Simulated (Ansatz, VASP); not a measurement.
## One calculation of TeW, two programs

INCAR

```
  PREC = Accurate
  ENCUT = 520
  EDIFF = 1E-6
  ISMEAR = 0
  SIGMA = 0.1
  LREAL = False
  LASPH = True
  NELM = 150
  ALGO = Normal
  ISIF = 2
  LWAVE = False
  LCHARG = False
  ISPIN = 2
  MAGMOM = 1 -1 0 0
  LORBIT = 11
  LMAXMIX = 4
  GGA = PS
  NBANDS = 32
```

KPOINTS

```
Automatic mesh
0
Gamma
  14 14 7
```

Contents of POSCAR:

```
TeW
1.0
    0.0000000000      2.7828287135      2.7828287135
    5.5656574270      2.7828287135      2.7828287135
    5.5656574270      5.5656574270      0.0000000000
W Te
2 2
Direct
    0.0000000000      1.0000000000      1.0000000000
    0.0000000000      1.0000000000      0.5000000000
    0.5000000000      0.5000000000      0.0000000000
    0.5000000000      0.5000000000      0.5000000000
```

Input for Ansatz:

```yaml
crystal:
  lattice:
    - [0.0, 2.7828287133, 2.7828287133]
    - [5.5656574267, 2.7828287133, 2.7828287133]
    - [5.5656574267, 5.5656574267, 0.0]
  atoms:
    - { symbol: W, position: [0.0, 1.0, 1.0], spin: 1.0 }
    - { symbol: Te, position: [0.5, 0.5, 0.0] }
    - { symbol: W, position: [0.0, 1.0, 0.5], spin: -1.0 }
    - { symbol: Te, position: [0.5, 0.5, 0.5] }
basis:
  ecutwfc: 420
kpoints:
  mp_grid: { grid: [14, 14, 7] }
hamiltonian:
  xc: pbesol
scf:
  occupations: { method: gaussian, width: 0.1 }
  lower_state_search: "off"
output:
  forces: true
  stress: true
  eigenvalues: true
  populations: true
magnetization:
  spin_polarized: true
```

Alike in both runs: task single point; functional PBEsol; k mesh 14 × 14 × 7; occupations gaussian, width 0.1 eV; collinear spin.

```csv
,VASP,Ansatz
version,VASP 6.6.1,Ansatz 0.2.0
potentials or method,"VASP PAW PBE potentials, release 64 (W_sv, Te), cutoff 520 eV","scalar-relativistic, plane waves, PAW"
valence electrons in the cell,40,60
```

|  | VASP | Ansatz | Ansatz less VASP |
| --- | --- | --- | --- |
| gap on the k mesh at the Fermi level (eV) | none | none | - |
| pressure (GPa) | 0.8 | 0.6 | -0.13 |
| net moment per atom (μB) | 0.00 | 0.00 | 0.000 |
| size of the moment on the site where the two differ most (μB) | 1.42 | 1.32 | -0.100 |

VASP's potentials were made for PBE, not for PBEsol. Site moments also hang on the region over which each program counts them. A gap of «none» marks a metal or a gap that the smearing closes. VASP's potentials hold 40 valence electrons a cell and Ansatz's 60, so a difference there can come from the potentials and not from the codes.

Spin-orbit coupling is off throughout.
